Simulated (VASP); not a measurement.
## Zr: single point with PBEsol

The system is Zr.

```
CELL_PARAMETERS angstrom
3.18889 0.00000 0.00000
-1.59444 2.76166 0.00000
0.00000 0.00000 5.10535
ATOMIC_POSITIONS crystal
Zr 0.33333 0.66667 0.25000
Zr 0.66667 0.33333 0.75000
```

```yaml
Program: VASP 6.6.1
Task: single point
Functional: PBEsol
Potentials_or_basis: VASP PAW PBE potentials, release 64 (Zr_sv)
Cutoff: 520 eV
k_mesh: 12 × 12 × 6
Occupations: fermi-dirac, width 0.05 eV
Spin: no spin polarisation
```

```
Pressure               : 0.1 GPa
Band gap on the k mesh : zero (band 12 reaches 10.13 eV, above the bottom of band 13 at 9.08 eV)
```

Levels at points of the mesh, in eV from the Fermi level:
| k point | band 10 | band 11 | band 12 | band 13 | band 14 | band 15 |
| --- | --- | --- | --- | --- | --- | --- |
| (0.00, 0.00, 0.00) | -3.13 | 0.88 | 0.88 | 0.99 | 1.29 | 1.59 |
| (0.50, 0.00, 0.00) | -2.56 | -2.25 | -0.10 | 0.56 | 0.80 | 1.50 |
| (0.00, 0.00, 0.50) | -3.98 | 0.03 | 0.03 | 0.79 | 0.79 | 0.79 |
| (0.50, 0.00, 0.50) | -2.98 | -1.13 | -1.13 | 1.78 | 1.78 | 2.30 |

Run time: 16 s on 1 thread of Intel(R) Xeon(R) 6975P-C (Granite Rapids), with other jobs on the host, peak memory 0.19 GiB.

Caveat: the PAW data sets were made with another functional, which shifts forces and pressure a little.
